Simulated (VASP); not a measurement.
Crystal: PtS2.

```xyz
3
Lattice="3.5487 0.0000 0.0000 -1.7744 3.0733 0.0000 0.0000 0.0000 5.5971" Properties=species:S:1:pos:R:3 pbc="T T T"
Pt    0.0000    0.0000    0.0000
S     1.7744    1.0244    4.3638
S     0.0000    2.0489    1.2332
```

- Program: VASP 6.6.1
- Task: relaxation of cell and atoms
- Functional: PBE
- Dispersion: D3(BJ)
- Potentials or basis: VASP PAW PBE potentials, release 64 (Pt, S)
- Cutoff: 600 eV
- k mesh: 9 × 9 × 6
- Occupations: gaussian, width 0.02 eV
- Spin: no spin polarisation

At the start: pressure -1.1 GPa; volume 20.35 Å³/atom.

Question: How do energy, volume and symmetry change on relaxing?

Answer: Over 15 steps the energy falls by 32.7 meV/atom and the volume is 17.28 Å³/atom (-15.1 %); space group P-3m1 (No. 164, to 0.1 Å) before and after.

The path:
| step | energy change (eV) | largest force (eV/Å) | pressure (GPa) | volume (Å³) |
| --- | --- | --- | --- | --- |
| 1 | 0.0000 | 0.0577 | -1.14 | 61.04 |
| 2 | -0.0042 | 0.3229 | 1.08 | 59.78 |
| 3 | -0.0046 | 0.2653 | 0.59 | 60.04 |
| 4 | -0.0096 | 0.2710 | 0.58 | 59.73 |
| 5 | -0.0240 | 0.2907 | 0.59 | 58.79 |
| 6 | -0.0494 | 0.3427 | 0.76 | 56.87 |
| 7 | -0.0776 | 0.4927 | 1.96 | 52.94 |
| 8 | -0.0889 | 0.2422 | -0.15 | 53.01 |
| 9 | -0.0901 | 0.1284 | -1.10 | 53.05 |
| 10 | -0.0938 | 0.0764 | -0.95 | 52.73 |
| 11 | -0.0977 | 0.0605 | -0.53 | 51.92 |
| 12 | -0.0977 | 0.0534 | -0.56 | 51.97 |
| 13 | -0.0980 | 0.0287 | 0.28 | 51.76 |
| 14 | -0.0981 | 0.0029 | 0.02 | 51.82 |
| 15 | -0.0981 | 0.0018 | 0.01 | 51.83 |

Final structure:
```yaml
crystal:
  lattice:
    - [3.58007, 0.00000, 0.00000]
    - [-1.79003, 3.10043, 0.00000]
    - [0.00000, 0.00000, 4.66911]
  atoms:
    - { symbol: Pt, position: [0.00000, 0.00000, 0.00000] }
    - { symbol: S, position: [0.66667, 0.33333, 0.74205] }
    - { symbol: S, position: [0.33333, 0.66667, 0.25795] }
```

Caveat: the volume moved by over 15 % at a fixed basis, so the end points are rough.
